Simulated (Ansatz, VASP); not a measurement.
**One calculation of Al, two programs**

```xyz
1
Lattice="-1.5912 1.5912 1.5912 1.5912 -1.5912 1.5912 1.5912 1.5912 -1.5912" Properties=species:S:1:pos:R:3 pbc="T T T"
Al    0.0000    0.0000    0.0000
```

Alike in both runs: task relaxation of cell and atoms; functional BLYP; dispersion D4; k mesh 12 × 12 × 12; occupations fermi-dirac, width 0.05 eV; no spin polarisation.

```csv
,VASP,Ansatz
version,VASP 6.6.1,Ansatz 0.2.0
potentials or method,"VASP PAW PBE potentials, release 64 (Al)",Ansatz PAW
plane-wave cutoff (eV),600,420
valence electrons in the cell,3,3
```

VASP gave:

* gap on the k mesh at the Fermi level, each at its own relaxed structure (eV): none
* relaxed volume (Å³/atom): 16.39
* relaxed length of the cell vector where the two differ most in proportion (Å): 2.772

What did Ansatz give for the same quantities?

gap on the k mesh at the Fermi level, each at its own relaxed structure (eV): none; relaxed volume (Å³/atom): 16.35; relaxed length of the cell vector where the two differ most in proportion (Å): 2.770.

VASP's potentials were made for PBE, not for BLYP. A gap of «none» marks a metal or a gap that the smearing closes.

Noted on Ansatz's run: the plane-wave basis is chosen anew once the cell has moved, so the energies of steps on either side of that aren't comparable.
